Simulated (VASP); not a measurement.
Input of a VASP 6.6.1 run:

The input INCAR:

```
SYSTEM = Ti
ALGO     = Normal         ! electronic algorithm
EDIFF    = 1E-6           ! SCF threshold, eV
ENCUT    = 520            ! plane-wave cutoff, eV
GGA      = PS             ! functional
ISIF     = 2              ! what is computed and relaxed
ISMEAR   = -1             ! smearing method
LASPH    = .TRUE.         ! aspherical terms in the spheres
LCHARG   = .TRUE.         ! write CHGCAR
LELF     = .TRUE.         ! ELF
LREAL    = .FALSE.        ! projectors in reciprocal space
LVHAR    = .TRUE.       
LWAVE    = .FALSE.        ! write WAVECAR
NBANDS   = 12             ! bands
NELM     = 100            ! most SCF steps
PREC     = Accurate       ! precision mode
SIGMA    = 0.15           ! smearing width, eV
```

Contents of KPOINTS:

```
k-points
0
G
  20 20 20
  0 0 0
```

File POSCAR:

```
Ti
1.0
   -1.6096527864      1.6096527864      1.6096527864
    1.6096527864     -1.6096527864      1.6096527864
    1.6096527864      1.6096527864     -1.6096527864
Ti
1
Direct
    0.0000000000      0.0000000000      0.0000000000
```

Potentials or basis: VASP PAW PBE potentials, release 64 (Ti_sv).

The run is started by

```bash
$ cat potpaw_PBE.64/Ti_sv/POTCAR > POTCAR
$ mpirun -np 1 vasp_std > vasp.out
```

**Question.** What does it give for the band gap on the k mesh?

**Answer.** Zero (bands 6 and 7 overlap by 1.71 eV).

**Question.** Predict the pressure.

**Answer.** -0.3 GPa.

Caveat: the PAW data sets were made with another functional, which shifts forces and pressure a little.
